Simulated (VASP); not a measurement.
C, 2 atoms in the cell. Symmetry: P6_3/mmc, No. 194, hexagonal system. Conventional cell: a = 2.080 Å, b = 2.080 Å, c = 3.641 Å, α = 90.00°, β = 90.00°, γ = 120.00°. C (site symmetry -6m2) has 12 C at 2.08 to 2.18 Å within 2.8 Å. 

```yaml
Program: VASP 6.6.1
Task: single point
Functional: PBE
Potentials_or_basis: VASP PAW PBE potentials, release 64 (C)
Cutoff: 520 eV
k_mesh: 11 × 11 × 6
Occupations: gaussian, width 0.02 eV
Spin: no spin polarisation
Dipole_correction: no
Further_INCAR_settings: ALGO = Normal; EDIFF = 1e-07; NBANDS = 11
```

Potentials or basis: VASP PAW PBE potentials, release 64 (C).

Run with:

```bash
$ cat potpaw_PBE.64/C/POTCAR > POTCAR
$ mpirun -np 1 vasp_std > vasp.out
```

Hardware: 1 thread of Intel(R) Xeon(R) Platinum 8375C CPU @ 2.90GHz (Ice Lake) (shared host).

**Question.** Estimate the wall time of this run.

**Answer.** Wall time 9.3 s on 1 thread of Intel(R) Xeon(R) Platinum 8375C CPU @ 2.90GHz (Ice Lake), with other jobs on the host, peak memory 0.12 GiB. Counts: scf iterations 11, k points 64.
